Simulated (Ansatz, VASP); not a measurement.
## Two plane-wave programs on Rb

```
Rb
1.0
    -2.68596    2.68596    2.68596
     2.68596   -2.68596    2.68596
     2.68596    2.68596   -2.68596
Rb
1
Direct
  0.00000 0.00000 0.00000
```

Alike in both runs: task single point; functional LDA; k mesh 9 × 9 × 9; occupations fermi-dirac, width 0.1 eV; no spin polarisation.

|  | VASP | Ansatz |
| --- | --- | --- |
| version | VASP 6.6.1 | Ansatz 0.2.0 |
| potentials or method | VASP PAW LDA potentials, release 64 (Rb_sv), cutoff 520 eV | plane waves (420 eV) with PAW, scalar-relativistic |
| valence electrons in the cell | 9 | 9 |

```tsv
	VASP	Ansatz	Ansatz less VASP
pressure (GPa)	0.0	0.0	0.00
```

Ansatz warns that its potentials were made for another functional, while VASP's fit it. LDA's correlation is that of Perdew and Zunger in VASP and of Perdew and Wang (1992) in Ansatz.
